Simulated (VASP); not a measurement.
Here is a VASP 6.6.1 calculation.

Contents of INCAR:

```
PREC = Accurate ; ENCUT = 520
EDIFF = 1E-7 ; ISMEAR = 0
SIGMA = 0.02 ; LREAL = F
LASPH = T ; NELM = 80
ALGO = Normal ; ISIF = 2
LWAVE = F ; LCHARG = F
GGA = PE ; NBANDS = 27
```

The input KPOINTS:

```
Automatic mesh
0
Gamma
  4 4 4
```

File POSCAR:

```
NaSrBr3
1.0
    5.9613204064      0.0000000000      0.0000000000
    0.0000000000      5.9613204064      0.0000000000
    0.0000000000      0.0000000000      5.9613204064
Na Sr Br
1 1 3
Direct
    0.0000000000      0.0000000000      0.0000000000
    0.5000000000      0.5000000000      0.5000000000
    0.0000000000      0.5000000000      0.5000000000
    0.5000000000      0.0000000000      0.5000000000
    0.5000000000      0.5000000000      0.0000000000
```

Potentials or basis: VASP PAW PBE potentials, release 64 (Na_pv, Sr_sv, Br).

Command:

```console
$ cat potpaw_PBE.64/Na_pv/POTCAR potpaw_PBE.64/Sr_sv/POTCAR potpaw_PBE.64/Br/POTCAR > POTCAR
$ mpirun -np 1 vasp_std > vasp.out
```

Q: Predict the band gap on the k mesh.

A: 2.96 eV, indirect (least direct gap 3.22 eV).

Q: What does it give for the pressure?

A: 0.1 GPa.

A k mesh can miss the band edges. As with any semilocal functional, this PBE gap is likely too small.
